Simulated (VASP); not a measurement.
Write the native input for VASP 6.6.1 that does the following.

```
Task                   : single point
Functional             : r2SCAN
Potentials or basis    : VASP PAW PBE potentials, release 64 (Se)
Cutoff                 : 520 eV
k mesh                 : 8 × 8 × 5
Occupations            : methfessel-paxton, width 0.05 eV
Spin                   : no spin polarisation
Dipole correction      : no
Further INCAR settings : ALGO = Normal; EDIFF = 1e-06; NBANDS = 13
```

Se:

```
Se
1.0
     1.39427   -4.03900    0.00000
     1.39427    4.03900    0.00000
     0.00000    0.00000    4.61343
Se
2
Direct
  0.06434 0.93566 0.25000
  0.93566 0.06434 0.75000
```

The input as run:

POSCAR

```
Se
1.0
    1.3942694300     -4.0390027650      0.0000000000
    1.3942694300      4.0390027650      0.0000000000
    0.0000000000      0.0000000000      4.6134314000
Se
2
Direct
    0.0643446800      0.9356553200      0.2500000000
    0.9356553200      0.0643446800      0.7500000000
```

INCAR.step1

```
ALGO = Normal ; EDIFF = 1E-4
ENCUT = 520 ; GGA = PE
ISMEAR = 1 ; LASPH = T
LCHARG = F ; LREAL = F
LWAVE = T ; NBANDS = 13
NELM = 60 ; PREC = Accurate
SIGMA = 0.05
```

INCAR.step2

```
ALGO = Normal ; EDIFF = 1E-6
ENCUT = 520 ; ISIF = 2
ISMEAR = 1 ; ISTART = 1
LASPH = T ; LCHARG = F
LMIXTAU = T ; LREAL = F
LWAVE = F ; METAGGA = R2SCAN
NBANDS = 13 ; NELM = 60
PREC = Accurate ; SIGMA = 0.05
```

KPOINTS

```
k-points
0
Gamma
  8 8 5
```

Potentials or basis: VASP PAW PBE potentials, release 64 (Se).

Command:

```console
$ cat potpaw_PBE.64/Se/POTCAR > POTCAR
$ cp INCAR.step1 INCAR
$ mpirun -np 1 vasp_std > vasp.out
$ cp INCAR.step2 INCAR
$ mpirun -np 1 vasp_std > vasp.out
```

It gave:

The pressure is 0.5 GPa. The largest force is 0.026 eV/Å and the band gap on the k mesh is zero (bands 6 and 7 overlap by 3.40 eV).

Caveat: the PAW data sets were made with another functional, which shifts forces and pressure a little.

Run time: 2.9 min on 1 thread of AMD EPYC 7R43 64-Core Processor (Zen 3), on a shared host, peak memory 0.17 GiB.
